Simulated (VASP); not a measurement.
**Mo: single point with PBEsol**

Crystal: Mo.

```xyz
1
Lattice="2.8723 0.0000 0.0000 -1.4361 2.4875 0.0000 0.0000 0.0000 2.5552" Properties=species:S:1:pos:R:3 pbc="T T T"
Mo    0.0000    0.0000    1.2776
```

This cell differs from its parent crystal: strain +0.0500 x Voigt [1, 1, 0, 0, 0, 0].

```
Program             : VASP 6.6.1
Task                : single point
Functional          : PBEsol
Potentials or basis : VASP PAW PBE potentials, release 64 (Mo_sv)
Cutoff              : 520 eV
k mesh              : 18 × 18 × 18
Occupations         : gaussian, width 0.15 eV
Spin                : no spin polarisation
```

| Quantity | Value |
| --- | --- |
| Pressure | -20.0 GPa |
| Band gap on the k mesh | zero (band 7 reaches 10.64 eV, above the bottom of band 8 at 9.17 eV) |

Stress tensor (GPa, compression positive):
```
-21.20   0.00   0.00
  0.00 -21.20   0.00
  0.00   0.00 -17.59
```

Levels at points of the mesh, in eV from the Fermi level:
```
           k point  band 3  band 4  band 5  band 6  band 7  band 8  band 9  band 10  band 11  band 12
(0.00, 0.00, 0.00)  -34.43  -34.11   -6.38   -3.84   -0.74   -0.74    3.85     3.85    12.65    16.27
(0.50, 0.00, 0.00)  -34.64  -34.02   -4.26   -3.07    0.71    1.57    3.36     3.63     8.56    12.23
(0.00, 0.00, 0.50)  -34.26  -34.26   -3.12    0.15    0.15    0.34    0.34     0.42     9.94    16.06
(0.50, 0.00, 0.50)  -35.08  -34.46   -4.64   -2.58   -0.68    4.03    5.60     6.35     6.59    15.58
```

Run time: 20 s on 1 thread of Intel(R) Xeon(R) 6975P-C (Granite Rapids), with other jobs on the host, peak memory 0.19 GiB.

Caveat: the cell differs from its parent crystal (strain +0.0500 x Voigt [1, 1, 0, 0, 0, 0]); the PAW data sets were made with another functional, which shifts forces and pressure a little.
